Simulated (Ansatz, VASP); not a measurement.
One calculation of ZnS, two programs

The input POSCAR:

```
ZnS
1.0
    0.0000000000      2.7046500000      2.7857895000
    2.7046500000      0.0000000000      2.7857895000
    2.7046500000      2.7046500000      0.0000000000
Zn S
1 1
Direct
    0.0000000000      0.0000000000      0.0000000000
    0.7500000000      0.7500000000      0.7500000000
```

INCAR.step1

```
  PREC = Accurate
  ENCUT = 520
  ISMEAR = 0
  SIGMA = 0.05
  LREAL = False
  LASPH = True
  NELM = 80
  NBANDS = 16
  GGA = PE
  ALGO = Normal
  EDIFF = 1E-4
  LWAVE = True
  LCHARG = False
```

Contents of INCAR.step2:

```
  PREC = Accurate
  ENCUT = 520
  EDIFF = 1E-6
  ISMEAR = 0
  SIGMA = 0.05
  LREAL = False
  LASPH = True
  NELM = 80
  ALGO = Normal
  ISIF = 2
  LWAVE = False
  LCHARG = True
  METAGGA = R2SCAN
  LMIXTAU = True
  LELF = True
  LVHAR = True
  NBANDS = 16
  ISTART = 1
```

The input KPOINTS:

```
Automatic mesh
0
Gamma
  8 8 8
```

Input for Ansatz:

```yaml
crystal:
  lattice:
    - [0.0, 2.70465, 2.7857895]
    - [2.70465, 0.0, 2.7857895]
    - [2.70465, 2.70465, 0.0]
  atoms:
    - { symbol: Zn, position: [0.0, 0.0, 0.0] }
    - { symbol: S, position: [0.75, 0.75, 0.75] }
basis:
  ecutwfc: 500
kpoints:
  mp_grid: { grid: [8, 8, 8] }
hamiltonian:
  xc: r2scan
scf:
  occupations: { method: gaussian, width: 0.05 }
output:
  forces: true
  stress: true
  eigenvalues: true
```

Change from the starting cell: strain +0.000 along x and y, +0.030 along z, atoms carried along.

Alike in both runs: task single point; functional r2SCAN; k mesh 8 × 8 × 8; occupations gaussian, width 0.05 eV; no spin polarisation.

|  | VASP | Ansatz |
| --- | --- | --- |
| version | VASP 6.6.1 | Ansatz 0.2.0 |
| potentials or method | VASP PAW PBE potentials, release 64 (Zn, S), cutoff 520 eV | scalar-relativistic, plane waves, PAW |
| valence electrons in the cell | 18 | 18 |

```tsv
	VASP	Ansatz	Ansatz less VASP
gap on the k mesh at the Fermi level (eV)	2.48	2.48	-0.008
least direct gap on the mesh (eV)	2.48	2.48	-0.008
pressure (GPa)	-2.9	-3.0	-0.04
traceless stress, the component that is largest in VASP (GPa)	-0.92	-0.92	-0.005
```

VASP's potentials were made for PBE, not for r2SCAN. The functional is the same, so the differences come from potentials, cutoffs and numerics.
